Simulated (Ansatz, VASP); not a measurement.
## Two plane-wave programs on AlOs

File INCAR:

```
ALGO = Normal
DIPOL = 0.5 0.5 0.500
EDIFF = 1E-6
ENCUT = 420
GGA = PS
GGA_COMPAT = False
IDIPOL = 3
ISIF = 2
ISMEAR = -1
LASPH = True
LCHARG = False
LDIPOL = True
LREAL = False
LWAVE = False
NBANDS = 69
NELM = 120
NELMDL = -8
PREC = Accurate
SIGMA = 0.02
```

KPOINTS

```
k-points
0
Gamma
  5 5 1
```

Contents of POSCAR:

```
AlOs
1.0
    4.2396877809      0.0000000000      0.0000000000
    2.1198438905      3.6716773224      0.0000000000
    0.0000000000      0.0000000000     25.5196490876
Al Os
6 6
Direct
    0.0000000000      0.0000000000      0.3134839344
    0.6666666667      0.6666666667      0.3813079582
    0.3333333333      0.3333333333      0.4491319821
    0.0000000000      0.0000000000      0.5169560060
    0.6666666667      0.6666666667      0.5847800298
    0.3333333333      0.3333333333      0.6526040537
    0.3333333333      0.3333333333      0.3473959463
    1.0000000000      0.0000000000      0.4152199702
    0.6666666667      0.6666666667      0.4830439940
    0.3333333333      0.3333333333      0.5508680179
    1.0000000000      0.0000000000      0.6186920418
    0.6666666667      0.6666666667      0.6865160656
```

Input for Ansatz:

```yaml
crystal:
  lattice:
    - [4.239687780916779, 0.0, 0.0]
    - [2.119843890458389, 3.6716773223884047, 0.0]
    - [0.0, 0.0, 25.51964908762892]
  atoms:
    - { symbol: Al, position: [0.0, 0.0, 0.31348393438051364] }
    - { symbol: Os, position: [0.3333333333333331, 0.3333333333333332, 0.3473959463113293] }
    - { symbol: Al, position: [0.6666666666666666, 0.6666666666666667, 0.3813079582421451] }
    - { symbol: Os, position: [0.9999999999999998, 1.4545806935739933e-17, 0.41521997017296075] }
    - { symbol: Al, position: [0.3333333333333335, 0.3333333333333336, 0.4491319821037765] }
    - { symbol: Os, position: [0.6666666666666664, 0.666666666666667, 0.48304399403459214] }
    - { symbol: Al, position: [0.0, 4.440892098500626e-16, 0.5169560059654079] }
    - { symbol: Os, position: [0.3333333333333331, 0.3333333333333335, 0.5508680178962235] }
    - { symbol: Al, position: [0.666666666666667, 0.6666666666666672, 0.5847800298270392] }
    - { symbol: Os, position: [0.9999999999999996, 4.440892098500626e-16, 0.618692041757855] }
    - { symbol: Al, position: [0.3333333333333331, 0.3333333333333341, 0.6526040536886707] }
    - { symbol: Os, position: [0.6666666666666657, 0.6666666666666674, 0.6865160656194863] }
kpoints:
  mp_grid:
    grid: [5, 5, 1]
hamiltonian:
  xc: pbesol
efield:
  axis: 3
  dipole_correction: true
scf:
  convergence:
    dr2_threshold: 1.0e-08
  occupations:
    method: fermi_dirac
    width: 0.02
output:
  write_potential: true
  forces: true
```

Alike in both runs: task single point; functional PBEsol; k mesh 5 × 5 × 1; occupations fermi-dirac, width 0.02 eV; no spin polarisation.

|  | VASP | Ansatz |
| --- | --- | --- |
| version | VASP 6.6.1 | Ansatz 0.2.0 |
| potentials or method | VASP PAW PBE potentials, release 64 (Al, Os_sv_GW) | plane waves, PAW |
| plane-wave cutoff (eV) | 420 | 420 |
| valence electrons in the cell | 114 | 114 |

|  | VASP | Ansatz | Ansatz less VASP |
| --- | --- | --- | --- |
| gap on the k mesh at the Fermi level (eV) | none | none | - |
| rms of the force components (eV/Å) | 0.376 | 0.378 | +0.0017 |

VASP's potentials were made for PBE, not for PBEsol. A gap of «none» marks a metal or a gap that the smearing closes.

Spin-orbit coupling is off throughout.
